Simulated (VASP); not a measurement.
Write the native input for VASP 6.6.1 that does the following.

| Property | Result |
| --- | --- |
| Task | single point |
| Functional | r2SCAN |
| Potentials or basis | VASP PAW PBE potentials, release 64 (Na_pv, F) |
| Cutoff | 520 eV |
| k mesh | 8 × 8 × 8 |
| Occupations | gaussian, width 0.02 eV |
| Spin | no spin polarisation |
| Dipole correction | no |
| Further INCAR settings | ALGO = Normal; EDIFF = 1e-06; NBANDS = 14 |

Crystal: NaF.

```
CELL_PARAMETERS angstrom
0.00000 2.40534 2.40534
2.40534 0.00000 2.40534
2.40534 2.40534 0.00000
ATOMIC_POSITIONS crystal
Na 0.00000 0.00000 0.00000
F 0.50000 0.50000 0.50000
```

This cell differs from its parent crystal: strained.

The input as run:

POSCAR

```
NaF
1.0
    0.0000000000      2.4053357230      2.4053357230
    2.4053357230      0.0000000000      2.4053357230
    2.4053357230      2.4053357230      0.0000000000
Na F
1 1
Direct
    0.0000000000      0.0000000000      0.0000000000
    0.5000000000      0.5000000000      0.5000000000
```

INCAR.step1

```
SYSTEM = NaF
PREC = Accurate
ENCUT = 520
ISMEAR = 0
SIGMA = 0.02
LREAL = .FALSE.
LASPH = .TRUE.
NELM = 60
NBANDS = 14
GGA = PE
ALGO = Normal
EDIFF = 1E-4
LWAVE = .TRUE.
LCHARG = .FALSE.
```

INCAR.step2

```
SYSTEM = NaF
PREC = Accurate
ENCUT = 520
EDIFF = 1E-6
ISMEAR = 0
SIGMA = 0.02
LREAL = .FALSE.
LASPH = .TRUE.
NELM = 60
ALGO = Normal
ISIF = 2
LWAVE = .FALSE.
LCHARG = .FALSE.
METAGGA = R2SCAN
LMIXTAU = .TRUE.
NBANDS = 14
ISTART = 1
```

KPOINTS

```
regular mesh
0
G
  8 8 8
  0 0 0
```

Potentials or basis: VASP PAW PBE potentials, release 64 (Na_pv, F).

Run with:

```bash
$ cat potpaw_PBE.64/Na_pv/POTCAR potpaw_PBE.64/F/POTCAR > POTCAR
$ cp INCAR.step1 INCAR
$ mpirun -np 1 vasp_std > vasp.out
$ cp INCAR.step2 INCAR
$ mpirun -np 1 vasp_std > vasp.out
```

Results of the run:

```
Pressure               : -6.1 GPa
Band gap on the k mesh : 6.58 eV
```

Caveat: the cell differs from its parent crystal (strained); the cell stands under tension; the PAW data sets were made with another functional, which shifts forces and pressure a little.

Wall time 27 s on 1 thread of AMD EPYC 9R45 (Zen 5), with other jobs on the host, peak memory 0.12 GiB.
